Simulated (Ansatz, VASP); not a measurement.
SnSe: VASP beside Ansatz

```
CELL_PARAMETERS angstrom
0.00000 3.06903 3.06903
3.06903 0.00000 3.06903
3.06903 3.06903 0.00000
ATOMIC_POSITIONS crystal
Sn 0.00000 0.00000 0.00000
Se 0.50000 0.50000 0.50000
```

Alike in both runs: task single point; functional b88 exchange, pbe correlation; k mesh 8 × 8 × 8; occupations fermi-dirac, width 0.05 eV; no spin polarisation.

```csv
,VASP,Ansatz
version,VASP 6.6.1,Ansatz 0.2.0
potentials or method,"VASP PAW PBE potentials, release 64 (Sn_d, Se)",Ansatz PAW
plane-wave cutoff (eV),500,420
valence electrons in the cell,20,30
```

|  | VASP | Ansatz | Ansatz less VASP |
| --- | --- | --- | --- |
| gap on the k mesh at the Fermi level (eV) | 0.33 | 0.33 | -0.001 |
| least direct gap on the mesh (eV) | 0.33 | 0.33 | -0.001 |
| pressure (GPa) | -2.0 | -2.0 | +0.02 |

VASP's potentials were made for PBE, not for b88 exchange, pbe correlation. The functional is the same, so the differences come from potentials, cutoffs and numerics. VASP's potentials hold 20 valence electrons a cell and Ansatz's 30, so a difference there can come from the potentials and not from the codes.
